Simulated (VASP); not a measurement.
Runs of VASP 6.6.1 on SiGe5. The structure is that of space group P-6m2 (No. 187), or close to it. The cells are those of the table. 

```csv
task,cell,k mesh,cutoff (eV),gap on the mesh (eV),pressure (GPa),largest force (eV/Å)
single point,"a = 2.917, b = 2.917, c = 14.181 Å, angles 90.0, 90.0, 120.0°, 6 atoms",6 × 6 × 2,520,none,5.9,0.44
single point,"a = 3.024, b = 3.024, c = 14.221 Å, angles 90.0, 90.0, 120.0°, 6 atoms",6 × 6 × 2,520,none,-0.3,(b)
relaxation of cell and atoms,"relaxed from a = 2.917, b = 2.917, c = 14.181 Å, angles 90.0, 90.0, 120.0°, 6 atoms",6 × 6 × 2,600,none,0.1,0.04
single point,"a = 2.996, b = 2.996, c = 14.352 Å, angles 90.0, 90.0, 120.0°, 6 atoms",12 × 12 × 4,520,none,(a),-
```

Alike in all rows: level PBE; potentials or basis VASP PAW PBE potentials, release 64 (Si, Ge_d); no spin polarisation; smearing gaussian 0.1 eV.

Task: Fill in the values left out.

Result: (a) -0.1; (b) 0.03.

Caveats: some runs use coarse meshes.

A k mesh can miss the band edges, and the runs leave out spin-orbit coupling on Ge.

A gap of «none» marks levels without a gap at the run's occupations.
